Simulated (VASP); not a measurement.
A run of VASP 6.6.1 is set up as follows.

File INCAR:

```
SYSTEM = Ag
  PREC = Accurate
  ENCUT = 500
  EDIFF = 1E-6
  ISMEAR = -1
  SIGMA = 0.1
  LREAL = .False.
  LASPH = .True.
  NELM = 120
  ALGO = Normal
  ISIF = 2
  LWAVE = .False.
  LCHARG = .True.
  GGA = PE
  LELF = .True.
  LVHAR = .True.
  NBANDS = 12
  GGA_COMPAT = .False.
```

The input KPOINTS:

```
Automatic mesh
0
Gamma
  20 20 20
  0 0 0
```

POSCAR

```
Ag
1.0
    0.0000000000      1.9115294906      1.9115294906
    1.9115294906      0.0000000000      1.9115294906
    1.9115294906      1.9115294906      0.0000000000
Ag
1
Direct
    0.0000000000      0.0000000000      0.0000000000
```

Potentials or basis: VASP PAW PBE potentials, release 64 (Ag).

Launch:

```bash
$ cat potpaw_PBE.64/Ag/POTCAR > POTCAR
$ mpirun -np 1 vasp_std > vasp.out
```

Q: What does it give for the pressure?

A: 44.5 GPa.

Q: Predict the band gap on the k mesh.

A: Zero (an odd number of electrons rules out a gap without spin polarisation).

Caveat: the cell stands under pressure.
